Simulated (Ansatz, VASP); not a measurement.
**Si: VASP beside Ansatz**

```
Si
1.0
     0.00000    2.72185    2.72185
     2.72185    0.00000    2.72185
     2.72185    2.72185    0.00000
Si
2
Direct
  0.50000 0.50000 0.50000
  0.75000 0.75000 0.75000
```

Alike in both runs: functional PBEsol-based screened hybrid; k mesh 5 × 5 × 5; occupations fermi-dirac, width 0.05 eV; no spin polarisation.

|  | VASP | Ansatz |
| --- | --- | --- |
| version | VASP 6.6.1 | Ansatz 0.2.0 |
| potentials or method | VASP PAW PBE potentials, release 64 (Si) | Ansatz PAW |
| plane-wave cutoff (eV) | 520 | 420 |
| valence electrons in the cell | 8 | 8 |
| task | single point | band structure |

|  | VASP | Ansatz | Ansatz less VASP |
| --- | --- | --- | --- |
| gap on the k mesh at the Fermi level (eV) | 1.10 | 1.09 | -0.007 |
| least direct gap on the mesh (eV) | 3.30 | 3.29 | -0.005 |
| pressure (GPa) | -1.5 | -1.3 | +0.18 |

VASP's potentials were made for PBE, not for PBEsol-based screened hybrid.
